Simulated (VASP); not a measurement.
# Re (P-3m1) in VASP: further runs

Re is run at these levels: PBEsol; tasks: single point.

All numbers are computed with VASP 6.6.1; they aren't measurements. Logs are shortened: lines on timing, memory, paths and dates and some standing lists are left out, and cuts for length are marked.

## 1. The cell of the first run

The structure is trigonal, space group P-3m1 (No. 164). The conventional cell has a = 2.704 Å, b = 2.704 Å, c = 4.369 Å, α = 90.00°, β = 90.00°, γ = 120.00°. Re (site symmetry 3m) has 12 Re at 2.47 to 2.91 Å within 3.3 Å.

## 2. Single point, PBEsol

Input file INCAR:

```
PREC = Accurate
ENCUT = 520
EDIFF = 1E-6
ISMEAR = 0
SIGMA = 0.15
LREAL = False
LASPH = True
NELM = 100
ALGO = Fast
ISIF = 2
LWAVE = False
LCHARG = True
GGA = PS
LELF = True
LVHAR = True
NBANDS = 14
```

Input file KPOINTS:

```
regular mesh
0
Gamma
  18 18 10
```

Input file POSCAR:

```
Re
1.0
    2.7043653769      0.0000000000      0.0000000000
   -1.3521826885      2.3420491175      0.0000000000
    0.0000000000      0.0000000000      4.3690872859
Re
2
Direct
    0.3333333333      0.6666666667      0.2187843934
    0.6666666667      0.3333333333      0.7812156066
```

Potentials or basis: VASP PAW PBE potentials, release 64 (Re).

Launch:

```sh
cat potpaw_PBE.64/Re/POTCAR > POTCAR
mpirun -np 1 vasp_std > vasp.out
```

OUTCAR:

```text
PREC = Accurate
   ENCUT = 520
   EDIFF = 1E-6
   ISMEAR = 0
   LREAL = False
   LASPH = True
   NELM = 100
   ISIF = 2
   GGA = PS

 ion  position               nearest neighbor table
   1  0.333  0.667  0.219-   2 2.47   2 2.47   2 2.47   2 2.91   2 2.91   2 2.91
   2  0.667  0.333  0.781-   1 2.47   1 2.47   1 2.47   1 2.91   1 2.91   1 2.91

  LATTYP: Found a hexagonal cell.
 ALAT       =     2.7043653769
 C/A-ratio  =     1.6155684151

  Lattice vectors:

 A1 = (   2.7043653769,   0.0000000000,   0.0000000000)
 A2 = (  -1.3521826885,   2.3420491175,   0.0000000000)
 A3 = (   0.0000000000,   0.0000000000,   4.3690872859)

Analysis of symmetry for initial positions (statically):
=====================================================================
 Subroutine PRICEL returns:
 Original cell was already a primitive cell.

 Routine SETGRP: Setting up the symmetry group for a
 hexagonal supercell.

 Subroutine GETGRP returns: Found 12 space group operations
 (whereof 12 operations were pure point group operations)
 out of a pool of 24 trial point group operations.

The static configuration has the point symmetry D_3d.

Analysis of symmetry for dynamics (positions and initial velocities):
=====================================================================
 Subroutine PRICEL returns:
 Original cell was already a primitive cell.

 Routine SETGRP: Setting up the symmetry group for a
 hexagonal supercell.

 Subroutine GETGRP returns: Found 12 space group operations
 (whereof 12 operations were pure point group operations)
 out of a pool of 24 trial point group operations.

The dynamic configuration has the point symmetry D_3d.

 Subroutine INISYM returns: Found 12 space group operations
 (whereof 12 operations are pure point group operations),
 and found     1 'primitive' translations

----------------------------------------------------------------------------------------

                                     Primitive cell

  volume of cell :      27.6727

  direct lattice vectors                    reciprocal lattice vectors
     2.704365377  0.000000000  0.000000000     0.369772520  0.213488264  0.000000000
    -1.352182688  2.342049118  0.000000000     0.000000000  0.426976528  0.000000000
     0.000000000  0.000000000  4.369087286     0.000000000  0.000000000  0.228880756

  length of vectors
     2.704365377  2.704365377  4.369087286     0.426976528  0.426976528  0.228880756

[... 83 lines left out ...]
   NSW    =      0    number of steps for IOM
   IBRION =     -1    ionic relax: 0-MD 1-quasi-New 2-CG
   NFREE  =      0    steps in history (QN), initial steepest desc. (CG)
   ISIF   =      2    stress and relaxation
   ISYM   =      2    0-nonsym 1-usesym 2-fastsym
   POTIM  = 0.5000    time-step for ionic-motion
   TEBEG  =    0.0;   TEEND  =   0.0 temperature during run
   PSTRESS=    0.0 pullay stress
   NELECT =      14.0000    total number of electrons
   NUPDOWN=      -1.0000    fix difference up-down
   EMIN   =  10.00;   EMAX   =-10.00  energy-range for DOS
   EFERMI =   0.00;   METHOD = LEGACY
   ISMEAR =     0;   SIGMA  =   0.15  broadening in eV -4-tet -1-fermi 0-gaus
   EFERMI_NEDOS =   21; number of points for ismear=-14 and -15
   IALGO  =     68    algorithm
   IMIX   =      4    mixing-type and parameters
     AMIX     =   0.40;   BMIX     =  1.00
     AMIX_MAG =   1.60;   BMIX_MAG =  1.00
  volume/ion in A,a.u.               =      13.84        93.37
  Fermi-wavevector in a.u.,A,eV,Ry     =   1.304468  2.465087 23.152179  1.701637
  Thomas-Fermi vector in A             =   2.435402
   LORBIT       =      0    0 simple, 1 ext, 2 COOP (PROOUT), +10 PAW based schemes
   GGA     = PS    functional components
   LHFCALC =     F    Hartree Fock is set to
   AEXX    =    0.0000 exact exchange contribution
   IVDW    =     0    specifies the selected vdW correction
   LEPSILON=     F    determine dielectric tensor
   LRPA    =     F    only Hartree local field effects (RPA)
 non-spin polarized calculation
 RMM-DIIS sequential band-by-band and
 Gauss-broadening in eV      SIGMA  =   0.15
  energy-cutoff  :      520.00
  volume of cell :       27.67
 maximum number of plane-waves:       772
   NGX =  9   NGY =  9   NGZ = 17

 number of electron      14.0000000 magnetization

 Free energy of the ion-electron system (eV)
  ---------------------------------------------------
  ext. energy  EPLUGINS =         0.00000000
  ---------------------------------------------------
  free energy    TOTEN  =       -26.16744204 eV

  energy without entropy =      -26.15444685  energy(sigma->0) =      -26.16094445

 E-fermi :   8.4118     XC(G=0): -14.0976

 val. band max:        8.4072619410   @ k =   0.1111   0.0000   0.2000
 cond. band min:       8.4121523394   @ k =   0.0000   0.3333   0.2000
 fundamental gap:      0.0048903984
 Fermi energy:         8.4118280433

 k-point     1 :       0.0000    0.0000    0.0000
  band No.  band energies     occupation
      1      -1.7795      2.00000
      2       1.1518      2.00000
      3       6.3628      2.00000
      4       6.3628      2.00000
      5       6.6768      2.00000
      6       6.9310      2.00000
      7       6.9310      2.00000
      8       9.2569      0.00000
      9       9.2569      0.00000
     10      10.0900      0.00000
     11      12.5771      0.00000
     12      12.5771      0.00000
     13      17.8106      0.00000
     14      22.5492      0.00000
[... 377 lines left out ...]
      1       2.0055      2.00000
      2       2.6032      2.00000
      3       3.0176      2.00000
      4       5.8299      2.00000
      5       6.3456      2.00000
      6       7.1247      2.00000
      7       8.0933      1.99733
      8      12.1128      0.00000
      9      12.4816      0.00000
     10      13.2902      0.00000
     11      14.7153      0.00000
     12      17.5970      0.00000
     13      18.9698      0.00000
     14      20.1415      0.00000

 [... further k-points ...]
[... 5 lines left out ...]
  --------------------------------------------------------------------------------------
  -------------------------------------------------------------------------------------
  Total        5.9963173      5.9963173      8.1098686     -0.0000000      0.0000000     -0.0000000
  in kB      347.1707315    347.1707315    469.5396951     -0.0000000      0.0000000     -0.0000000
  external PRESSURE =     387.9603860 kB  Pullay stress =       0.0000000 kB

 VOLUME and BASIS-vectors are now :
 -----------------------------------------------------------------------------
  energy-cutoff  :      520.00
  volume of cell :       27.67
      direct lattice vectors                 reciprocal lattice vectors
     2.704365377  0.000000000  0.000000000     0.369772520  0.213488264  0.000000000
    -1.352182688  2.342049118  0.000000000     0.000000000  0.426976528  0.000000000
     0.000000000  0.000000000  4.369087286     0.000000000  0.000000000  0.228880756

 POSITION                                       TOTAL-FORCE (eV/Angst)
 -----------------------------------------------------------------------------------
     -0.00000      1.56137      0.95589         0.000000     -0.000000      4.623776
      1.35218      0.78068      3.41320        -0.000000      0.000000     -4.623776
 -----------------------------------------------------------------------------------
    total drift:                                0.000000     -0.000000     -0.000000

  FREE ENERGIE OF THE ION-ELECTRON SYSTEM (eV)
  ---------------------------------------------------
  free  energy   TOTEN  =       -26.1674420426 eV

  energy  without entropy=      -26.1544468528  energy(sigma->0) =      -26.16094445
```

OSZICAR:

```text
N       E                     dE             d eps       ncg     rms          rms(c)
DAV:   1     0.201443609182E+02    0.20144E+02   -0.68826E+03 18472   0.127E+03
DAV:   2    -0.265038398275E+02   -0.46648E+02   -0.41354E+02 15086   0.295E+02
DAV:   3    -0.274975921692E+02   -0.99375E+00   -0.96912E+00 14212   0.425E+01
DAV:   4    -0.275074395049E+02   -0.98473E-02   -0.98403E-02 14176   0.283E+00
DAV:   5    -0.275076476547E+02   -0.20815E-03   -0.20813E-03 14098   0.754E-01    0.529E+01
RMM:   6    -0.264888301920E+02    0.10188E+01   -0.15113E-01 10817   0.169E+01    0.238E+01
RMM:   7    -0.261907650502E+02    0.29807E+00   -0.25524E+00 13910   0.206E+01    0.822E-01
RMM:   8    -0.261763514088E+02    0.14414E-01   -0.82412E-02 13673   0.416E+00    0.994E-01
RMM:   9    -0.261700172659E+02    0.63341E-02   -0.13956E-02 13360   0.142E+00    0.406E-01
RMM:  10    -0.261672031706E+02    0.28141E-02   -0.44400E-03 11179   0.171E+00    0.202E-01
RMM:  11    -0.261674328486E+02   -0.22968E-03   -0.40336E-03 14259   0.476E-01    0.249E-02
RMM:  12    -0.261674457518E+02   -0.12903E-04   -0.19796E-04 14179   0.104E-01    0.241E-02
RMM:  13    -0.261674431301E+02    0.26217E-05   -0.15178E-05 12295   0.418E-02    0.119E-02
RMM:  14    -0.261674418133E+02    0.13168E-05   -0.27512E-06  8530   0.360E-02    0.154E-02
RMM:  15    -0.261674420426E+02   -0.22928E-06   -0.27702E-06  7686   0.504E-02
   1 F= -.26167442E+02 E0= -.26160944E+02  d E =-.129952E-01
```

Wall time 52 s (1 thread of Intel Xeon 6975P-C (Granite Rapids), shared host); peak memory 0.22 GiB.

What came out:

| Property | Result |
| --- | --- |
| Free energy | -26.1674 eV |
| Pressure | 38.8 GPa |
| Largest force | 4.624 eV/Å |
| Band gap on the k mesh | zero (band 7 reaches 10.42 eV, above the bottom of band 8 at 7.11 eV) |

Forces in eV/Å, atoms in the order of the input:
```
Re   0.000  0.000  4.624
Re   0.000  0.000 -4.624
```

Levels at points of the mesh, in eV from the Fermi level:
```csv
k point,band 3,band 4,band 5,band 6,band 7,band 8,band 9,band 10,band 11,band 12
"(0.00, 0.00, 0.00)",-2.05,-2.05,-1.74,-1.48,-1.48,0.85,0.85,1.68,4.17,4.17
"(0.50, 0.00, 0.00)",-5.54,-2.33,-1.55,-1.22,-0.24,4.30,4.70,5.54,6.74,7.86
"(0.00, 0.00, 0.50)",-3.78,-2.24,-2.24,-2.06,-2.06,-0.61,2.41,2.41,3.89,3.89
"(0.50, 0.00, 0.50)",-5.21,-3.41,-0.94,1.23,1.37,1.92,4.08,4.47,5.08,6.27
```

Caveat: the PAW data sets were made with another functional, which shifts forces and pressure a little; spin-orbit coupling is left out, which moves the levels of the heavy elements.

## 3. Single point, PBEsol

This run uses another cell than the first one, of 14.19 Å³/atom, 1.026 times its volume.

Input file INCAR:

```
SYSTEM = Re
ALGO     = Normal         ! electronic algorithm
EDIFF    = 1E-6           ! SCF threshold, eV
ENCUT    = 520            ! plane-wave cutoff, eV
GGA      = PS             ! functional
ISIF     = 2              ! what is computed and relaxed
ISMEAR   = 0              ! smearing method
LASPH    = .TRUE.         ! aspherical terms in the spheres
LCHARG   = .FALSE.        ! write CHGCAR
LREAL    = .FALSE.        ! projectors in reciprocal space
LWAVE    = .FALSE.        ! write WAVECAR
NBANDS   = 14             ! bands
NELM     = 100            ! most SCF steps
PREC     = Accurate       ! precision mode
SIGMA    = 0.15           ! smearing width, eV
```

Input file KPOINTS:

```
k-points
0
G
  18 18 10
  0 0 0
```

Input file POSCAR:

```
Re
1.0
    2.7274678575      0.0000000000      0.0000000000
   -1.3637339288      2.3620564526      0.0000000000
    0.0000000000      0.0000000000      4.4064109239
Re
2
Direct
    0.3333333333      0.6666666667      0.2031878430
    0.6666666667      0.3333333333      0.7968121570
```

Potentials or basis: VASP PAW PBE potentials, release 64 (Re).

Launch:

```sh
cat potpaw_PBE.64/Re/POTCAR > POTCAR
mpirun -np 1 vasp_std > vasp.out
```

Run time: 48 s. Hardware: 1 thread of Intel Xeon 6975P-C (Granite Rapids), shared host; peak memory 0.22 GiB.

The run converged. Its results:

```
Free energy            : -25.5150 eV
Pressure               : 45.7 GPa
Largest force          : 7.578 eV/Å
Band gap on the k mesh : zero (band 7 reaches 10.10 eV, above the bottom of band 8 at 7.10 eV)
```

Forces on the atoms (eV/Å):
```
Re   0.000  0.000  7.578
Re   0.000  0.000 -7.578
```

Stress tensor (GPa, compression positive):
```
39.95  0.00  0.00
 0.00 39.95  0.00
 0.00  0.00 57.17
```

Levels at points of the mesh, in eV from the Fermi level:
```
           k point  band 3  band 4  band 5  band 6  band 7  band 8  band 9  band 10  band 11  band 12
(0.00, 0.00, 0.00)   -2.59   -2.59   -2.26   -2.26   -1.85    1.12    1.12     2.37     4.34     4.34
(0.50, 0.00, 0.00)   -5.46   -2.75   -1.60   -1.22    0.01    3.77    4.23     5.59     6.32     7.57
(0.00, 0.00, 0.50)   -4.23   -2.75   -2.75   -2.59   -2.59    0.35    2.20     2.20     4.24     4.24
(0.50, 0.00, 0.50)   -5.48   -2.88   -1.80    1.08    1.38    2.31    3.10     3.89     4.93     6.19
```

Caveat: the PAW data sets were made with another functional, which shifts forces and pressure a little; spin-orbit coupling is left out, which moves the levels of the heavy elements.
